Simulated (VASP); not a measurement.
Set up this calculation in VASP 6.6.1, as the native input.

- Task: single point
- Functional: PBE
- Potentials or basis: VASP PAW PBE potentials, release 64 (Al, O)
- Cutoff: 520 eV
- k mesh: 1 × 1 × 1, shifted
- Occupations: fermi-dirac, width 0.1241 eV
- Spin: no spin polarisation
- Dipole correction: no
- Mended: yes
- Further INCAR settings: LREAL = Auto; ALGO = Normal; EDIFF = 1e-06; NBANDS = 68; ISYM = -1

The structure of AlO2 lies in POSCAR:

```
AlO2
1.0
    6.4996670000      0.1708480000     -0.1040210000
    0.1708480000      6.4981630000      0.0496030000
   -0.1040210000      0.0496030000      6.1066860000
Al O
7 14
Direct
    0.7288029351      0.2752996460      0.7073262195
    0.0989314706      0.1144305777      0.2800477789
    0.5774277155      0.7131551858      0.8353121434
    0.5853091928      0.9484732890      0.3834861211
    0.2328824369      0.9920095888      0.7790556142
    0.6568380873      0.4685565022      0.1955930183
    0.1108448564      0.4787809826      0.9342481699
    0.5621060331      0.4427596222      0.8906339095
    0.2776436373      0.6965978352      0.9069181593
    0.4832254063      0.1830950611      0.2635395902
    0.9069024070     -0.1535685347      0.9142170328
    0.9703622836      0.8752351356      0.1345678764
   -0.0277704795      0.3441739821      0.7640242555
   -0.0189312964      0.3987466353      0.1666581053
    0.7092344997      0.6843836563      0.5709967402
    0.6605178690      0.4950178452      0.4721931599
    0.2632386225      0.9948466641      0.4909869225
    0.5720558603      1.0026812931      0.7972687350
    0.2324981440      0.1975167609      0.9920579289
    0.8136209544      0.1179069781      0.4857715176
    0.6006588046      0.7098415673      0.1678817051
```

The input as run:

INCAR

```
SYSTEM = AlO2
ALGO = Normal
EDIFF = 1E-6
ENCUT = 520
GGA = PE
GGA_COMPAT = .False.
ISIF = 2
ISMEAR = -1
ISYM = -1
LASPH = .True.
LCHARG = .False.
LREAL = Auto
LWAVE = .False.
NBANDS = 68
NELM = 120
PREC = Accurate
SIGMA = 0.1241
```

KPOINTS

```
explicit points
1
Reciprocal
  0.25000000   0.25000000   0.25000000 1
```

Potentials or basis: VASP PAW PBE potentials, release 64 (Al, O).

The run is started by

```bash
$ cat potpaw_PBE.64/Al/POTCAR potpaw_PBE.64/O/POTCAR > POTCAR
$ mpirun -np 1 vasp_std > vasp.out
```

It gave:

| Property | Result |
| --- | --- |
| Pressure | -6.2 GPa |
| Largest force | 7.288 eV/Å |
| Band gap on the k mesh | zero (an odd number of electrons rules out a gap without spin polarisation) |

Caveat: the atoms stand as in a frame of molecular dynamics; an odd number of electrons without spin polarisation forces a metal; a magnetic or distorted state may lie lower.

It took 38 s on 1 thread of Intel(R) Xeon(R) Platinum 8488C (Sapphire Rapids), with other jobs on the host, peak memory 0.3 GiB.
